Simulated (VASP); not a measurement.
# Ge (Fd-3m) in VASP: further runs

Ge is run at these levels: PBE; tasks: single point.

Everything below comes from runs of VASP 6.6.1. Logs are shortened: lines on timing, memory, paths and dates and some standing lists are left out, and cuts for length are marked.

**The experiment to reproduce.**

From “Temperature-dependent photoluminescence in Ge: experiment and theory”, 2020, arxiv:2003.00143, for a bulk crystal of Ge at 0 K: band gap 0.744 eV (indirect).

The runs below are set against these values where they give the same quantity.

## Step 1: The cell of the first run

It takes space group Fd-3m (No. 227, cubic). Conventional cell: a = 5.761 Å, b = 5.761 Å, c = 5.761 Å, α = 90.00°, β = 90.00°, γ = 90.00°. Ge (site symmetry -43m) has 4 Ge at 2.49 Å within 3.3 Å.

## Step 2: Single point, PBE

Input file INCAR:

```
SYSTEM = Ge
  ALGO = Normal
  EDIFF = 1E-6
  ENCUT = 520
  GGA = PE
  ISIF = 2
  ISMEAR = 0
  LASPH = .True.
  LCHARG = .True.
  LELF = .True.
  LREAL = .False.
  LVHAR = .True.
  LWAVE = .False.
  NBANDS = 21
  NELM = 60
  PREC = Accurate
  SIGMA = 0.1
```

Input file KPOINTS:

```
k-points
0
Gamma
  14 14 14
  0 0 0
```

Input file POSCAR:

```
Ge
1.0
    0.0000000000      2.8805347719      2.8805347719
    2.8805347719      0.0000000000      2.8805347719
    2.8805347719      2.8805347719      0.0000000000
Ge
2
Direct
    0.5000000000      0.5000000000      0.5000000000
    0.7500000000      0.7500000000      0.7500000000
```

Potentials or basis: VASP PAW PBE potentials, release 64 (Ge_d).

On the command line:

```
$ cat potpaw_PBE.64/Ge_d/POTCAR > POTCAR
$ mpirun -np 1 vasp_std > vasp.out
```

OUTCAR:

```text
SYSTEM = Ge
   EDIFF = 1E-6
   ENCUT = 520
   GGA = PE
   ISIF = 2
   ISMEAR = 0
   LASPH = .True.
   LREAL = .False.
   NELM = 60
   PREC = Accurate

 ion  position               nearest neighbor table
   1  0.500  0.500  0.500-   2 2.49   2 2.49   2 2.49   2 2.49
   2  0.750  0.750  0.750-   1 2.49   1 2.49   1 2.49   1 2.49

  LATTYP: Found a face centered cubic cell.
 ALAT       =     5.7610695438

  Lattice vectors:

 A1 = (   0.0000000000,   2.8805347719,   2.8805347719)
 A2 = (   2.8805347719,   0.0000000000,   2.8805347719)
 A3 = (   2.8805347719,   2.8805347719,   0.0000000000)

Analysis of symmetry for initial positions (statically):
=====================================================================
 Subroutine PRICEL returns:
 Original cell was already a primitive cell.

 Routine SETGRP: Setting up the symmetry group for a
 face centered cubic supercell.

 Subroutine GETGRP returns: Found 48 space group operations
 (whereof 24 operations were pure point group operations)
 out of a pool of 48 trial point group operations.

The static configuration has the point symmetry T_d .
 The point group associated with its full space group is O_h .

Analysis of symmetry for dynamics (positions and initial velocities):
=====================================================================
 Subroutine PRICEL returns:
 Original cell was already a primitive cell.

 Routine SETGRP: Setting up the symmetry group for a
 face centered cubic supercell.

 Subroutine GETGRP returns: Found 48 space group operations
 (whereof 24 operations were pure point group operations)
 out of a pool of 48 trial point group operations.

The dynamic configuration has the point symmetry T_d .
 The point group associated with its full space group is O_h .

 Subroutine INISYM returns: Found 48 space group operations
 (whereof 24 operations are pure point group operations),
 and found     1 'primitive' translations

----------------------------------------------------------------------------------------

                                     Primitive cell

  volume of cell :      47.8024

  direct lattice vectors                    reciprocal lattice vectors
     0.000000000  2.880534772  2.880534772    -0.173578880  0.173578880  0.173578880
     2.880534772  0.000000000  2.880534772     0.173578880 -0.173578880  0.173578880
     2.880534772  2.880534772  0.000000000     0.173578880  0.173578880 -0.173578880

  length of vectors
     4.073691341  4.073691341  4.073691341     0.300647440  0.300647440  0.300647440

  position of ions in fractional coordinates (direct lattice)
     0.500000000  0.500000000  0.500000000
     0.750000000  0.750000000  0.750000000

  ion indices of the primitive-cell ions
   primitive index   ion index
                 1           1
                 2           2

----------------------------------------------------------------------------------------

 KPOINTS: k-points

Automatic generation of k-mesh.
 Grid dimensions read from file:
 generate k-points for:   14   14   14

 Generating k-lattice:

  Cartesian coordinates                     Fractional coordinates (reciprocal lattice)
    -0.012398491  0.012398491  0.012398491     0.071428571  0.000000000  0.000000000
     0.012398491 -0.012398491  0.012398491     0.000000000  0.071428571  0.000000000
     0.012398491  0.012398491 -0.012398491     0.000000000  0.000000000  0.071428571

  Length of vectors
     0.021474817  0.021474817  0.021474817

  Shift w.r.t. Gamma in fractional coordinates (k-lattice)
     0.000000000  0.000000000  0.000000000

 Subroutine IBZKPT returns following result:
 ===========================================

 Found    104 irreducible k-points:

 Following reciprocal coordinates:
            Coordinates               Weight
  0.000000  0.000000  0.000000      1.000000
  0.071429  0.000000  0.000000      8.000000
  0.142857  0.000000  0.000000      8.000000
  0.214286  0.000000  0.000000      8.000000
  0.285714  0.000000  0.000000      8.000000
  0.357143  0.000000  0.000000      8.000000
[... 16 lines left out ...]
  0.214286  0.142857  0.000000     24.000000
  0.285714  0.142857  0.000000     24.000000
 [... further k-points ...]
   k-points           NKPTS =    104   k-points in BZ     NKDIM =    104   number of bands    NBANDS=     21
   number of dos      NEDOS =    301   number of ions     NIONS =      2
   total plane-waves  NPLWV =  27000
   dimension x,y,z NGX =    30 NGY =   30 NGZ =   30
   dimension x,y,z NGXF=    60 NGYF=   60 NGZF=   60
   ions per type =               2
   NGX,Y,Z   is equivalent  to a cutoff of  12.24, 12.24, 12.24 a.u.
   NGXF,Y,Z  is equivalent  to a cutoff of  24.49, 24.49, 24.49 a.u.
 SYSTEM =  Ge
   PREC   = accura    normal or accurate (medium, high low for compatibility)
   ISTART =      0    job   : 0-new  1-cont  2-samecut
   ICHARG =      2    charge: 1-file 2-atom 10-const
   ISPIN  =      1    spin polarized calculation?
   LNONCOLLINEAR =      F non collinear calculations
   LSORBIT =      F    spin-orbit coupling
   LASPH  =      T    aspherical Exc in radial PAW
   ENCUT  =  520.0 eV  38.22 Ry    6.18 a.u.   7.57  7.57  7.57*2*pi/ulx,y,z
   NELM   =     60;   NELMIN=  2; NELMDL= -5     # of ELM steps
   EDIFF  = 0.1E-05   stopping-criterion for ELM
   LREAL  =      F    real-space projection
   EDIFFG = 0.1E-04   stopping-criterion for IOM
   NSW    =      0    number of steps for IOM
   IBRION =     -1    ionic relax: 0-MD 1-quasi-New 2-CG
   NFREE  =      0    steps in history (QN), initial steepest desc. (CG)
   ISIF   =      2    stress and relaxation
   ISYM   =      2    0-nonsym 1-usesym 2-fastsym
   POTIM  = 0.5000    time-step for ionic-motion
   TEBEG  =    0.0;   TEEND  =   0.0 temperature during run
   PSTRESS=    0.0 pullay stress
   NELECT =      28.0000    total number of electrons
   NUPDOWN=      -1.0000    fix difference up-down
   EMIN   =  10.00;   EMAX   =-10.00  energy-range for DOS
   EFERMI =   0.00;   METHOD = LEGACY
   ISMEAR =     0;   SIGMA  =   0.10  broadening in eV -4-tet -1-fermi 0-gaus
   EFERMI_NEDOS =   21; number of points for ismear=-14 and -15
   IALGO  =     38    algorithm
   IMIX   =      4    mixing-type and parameters
     AMIX     =   0.40;   BMIX     =  1.00
     AMIX_MAG =   1.60;   BMIX_MAG =  1.00
  volume/ion in A,a.u.               =      23.90       161.29
  Fermi-wavevector in a.u.,A,eV,Ry     =   1.369760  2.588471 25.527818  1.876242
  Thomas-Fermi vector in A             =   2.495606
   LORBIT       =      0    0 simple, 1 ext, 2 COOP (PROOUT), +10 PAW based schemes
   GGA     = PE    functional components
   LHFCALC =     F    Hartree Fock is set to
   AEXX    =    0.0000 exact exchange contribution
   IVDW    =     0    specifies the selected vdW correction
   LEPSILON=     F    determine dielectric tensor
   LRPA    =     F    only Hartree local field effects (RPA)
 non-spin polarized calculation
 Gauss-broadening in eV      SIGMA  =   0.10
  energy-cutoff  :      520.00
  volume of cell :       47.80
 maximum number of plane-waves:      1308
   NGX = 15   NGY = 15   NGZ = 15

 number of electron      27.9999979 magnetization

 Free energy of the ion-electron system (eV)
  ---------------------------------------------------
  ext. energy  EPLUGINS =         0.00000000
  ---------------------------------------------------
  free energy    TOTEN  =        -9.03688850 eV

  energy without entropy =       -9.03647238  energy(sigma->0) =       -9.03668044

 E-fermi :   4.4692     XC(G=0):  -9.6703

 val. band max:        4.3639014523   @ k =  -0.0714   0.0714   0.0000
 cond. band min:       4.4774483105   @ k =   0.0000   0.0000   0.0000
 fundamental gap:      0.1135468582
 Fermi energy:         4.4692221216

 k-point     1 :       0.0000    0.0000    0.0000
  band No.  band energies     occupation
      1     -20.2684      2.00000
      2     -20.2684      2.00000
      3     -20.2684      2.00000
      4     -20.2362      2.00000
      5     -20.2362      2.00000
      6     -20.0532      2.00000
[... 13 lines left out ...]
     20      13.8164      0.00000
     21      13.8164      0.00000

 k-point     2 :       0.0714    0.0000    0.0000
  band No.  band energies     occupation
      1     -20.2711      2.00000
      2     -20.2711      2.00000
      3     -20.2676      2.00000
      4     -20.2325      2.00000
      5     -20.2325      2.00000
      6     -20.0585      2.00000
[... 13 lines left out ...]
     20      13.3877      0.00000
     21      13.3877      0.00000

 k-point     3 :       0.1429    0.0000    0.0000
  band No.  band energies     occupation
      1     -20.2767      2.00000
      2     -20.2767      2.00000
      3     -20.2655      2.00000
      4     -20.2244      2.00000
      5     -20.2244      2.00000
      6     -20.0665      2.00000
[... 13 lines left out ...]
     20      12.8672      0.00000
     21      12.8672      0.00000

 k-point     4 :       0.2143    0.0000    0.0000
  band No.  band energies     occupation
      1     -20.2819      2.00000
      2     -20.2819      2.00000
      3     -20.2624      2.00000
      4     -20.2156      2.00000
      5     -20.2156      2.00000
      6     -20.0738      2.00000
[... 13 lines left out ...]
     20      12.6637      0.00000
     21      12.6637      0.00000

 k-point     5 :       0.2857    0.0000    0.0000
  band No.  band energies     occupation
      1     -20.2858      2.00000
      2     -20.2858      2.00000
      3     -20.2589      2.00000
      4     -20.2083      2.00000
      5     -20.2083      2.00000
      6     -20.0794      2.00000
[... 13 lines left out ...]
     20      12.9055      0.00000
     21      12.9055      0.00000
[... 382 lines left out ...]
     20      12.7046      0.00000
     21      13.2426      0.00000

 k-point    22 :       0.1429    0.1429    0.0000
  band No.  band energies     occupation
      1     -20.2750      2.00000
      2     -20.2748      2.00000
      3     -20.2748      2.00000
      4     -20.2263      2.00000
      5     -20.2112      2.00000
      6     -20.0894      2.00000
[... 13 lines left out ...]
     20      12.2421      0.00000
     21      14.1532      0.00000

 k-point    23 :       0.2143    0.1429    0.0000
  band No.  band energies     occupation
      1     -20.2825      2.00000
      2     -20.2786      2.00000
      3     -20.2701      2.00000
      4     -20.2198      2.00000
      5     -20.2009      2.00000
      6     -20.1007      2.00000
[... 13 lines left out ...]
     20      12.9836      0.00000
     21      14.0889      0.00000

 k-point    24 :       0.2857    0.1429    0.0000
  band No.  band energies     occupation
      1     -20.2898      2.00000
      2     -20.2829      2.00000
      3     -20.2630      2.00000
      4     -20.2118      2.00000
      5     -20.1917      2.00000
      6     -20.1093      2.00000
[... 13 lines left out ...]
     20      13.5985      0.00000
     21      14.1265      0.00000

 [... further k-points ...]
[... 5 lines left out ...]
  --------------------------------------------------------------------------------------
  -------------------------------------------------------------------------------------
  Total       -0.0288034     -0.0288034     -0.0288034     -0.0000000     -0.0000000     -0.0000000
  in kB       -0.9653961     -0.9653961     -0.9653961     -0.0000000     -0.0000000     -0.0000000
  external PRESSURE =      -0.9653961 kB  Pullay stress =       0.0000000 kB

 VOLUME and BASIS-vectors are now :
 -----------------------------------------------------------------------------
  energy-cutoff  :      520.00
  volume of cell :       47.80
      direct lattice vectors                 reciprocal lattice vectors
     0.000000000  2.880534772  2.880534772    -0.173578880  0.173578880  0.173578880
     2.880534772  0.000000000  2.880534772     0.173578880 -0.173578880  0.173578880
     2.880534772  2.880534772  0.000000000     0.173578880  0.173578880 -0.173578880

 POSITION                                       TOTAL-FORCE (eV/Angst)
 -----------------------------------------------------------------------------------
      2.88053      2.88053      2.88053         0.000000      0.000000      0.000000
      4.32080      4.32080      4.32080        -0.000000     -0.000000     -0.000000
 -----------------------------------------------------------------------------------
    total drift:                                0.000000     -0.000000      0.000000

  FREE ENERGIE OF THE ION-ELECTRON SYSTEM (eV)
  ---------------------------------------------------
  free  energy   TOTEN  =        -9.0368885001 eV

  energy  without entropy=       -9.0364723761  energy(sigma->0) =       -9.03668044
```

It took 52 s on 1 thread of AMD EPYC 7R13 (Zen 3), shared host; peak memory 0.19 GiB.

What came out:

* Free energy: -9.0369 eV
* Pressure: -0.1 GPa
* Band gap on the k mesh: zero (filled and empty bands touch)

Levels at points of the mesh, in eV from the Fermi level:
```
           k point  band 10  band 11  band 12  band 13  band 14  band 15  band 16  band 17  band 18  band 19
(0.00, 0.00, 0.00)   -24.51   -12.36    -0.44     0.01     0.01     0.01     2.54     2.54     2.54     6.30
(0.50, 0.00, 0.00)   -24.49   -10.40    -7.35    -1.32    -1.32     0.03     3.73     3.73     7.11    10.23
(0.50, 0.50, 0.00)   -24.48    -8.68    -8.68    -2.88    -2.88     0.83     0.83     9.08     9.08    11.09
```

[end of part 1 of 2]
